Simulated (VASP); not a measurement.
Here is a VASP 6.6.1 calculation.

File INCAR:

```
PREC = Accurate ; ENCUT = 520
EDIFF = 1E-6 ; ISMEAR = -1
SIGMA = 0.05 ; LREAL = F
LASPH = T ; NELM = 80
ALGO = Normal ; ISIF = 2
LWAVE = F ; LCHARG = F
GGA = PE ; NBANDS = 19
```

Contents of KPOINTS:

```
Automatic mesh
0
Gamma
  14 14 7
```

POSCAR

```
Cd
1.0
    2.9788725081      0.0000000000      0.0000000000
   -1.4894362540      2.5797792666      0.0000000000
    0.0000000000      0.0000000000      5.6176500000
Cd
2
Direct
    0.3333333333      0.6666666667      0.2500000000
    0.6666666667      0.3333333333      0.7500000000
```

Potentials or basis: VASP PAW PBE potentials, release 64 (Cd).

The run is started by

```console
$ cat potpaw_PBE.64/Cd/POTCAR > POTCAR
$ mpirun -np 1 vasp_std > vasp.out
```

Task: Estimate the band gap on the k mesh.

Result: Zero (bands 12 and 13 overlap by 4.34 eV).

Task: Predict the pressure.

Result: 3.3 GPa.

Stress tensor (GPa, compression positive):
```
3.89 0.00 0.00
0.00 3.89 0.00
0.00 0.00 2.25
```

Caveat: the cell stands under pressure.
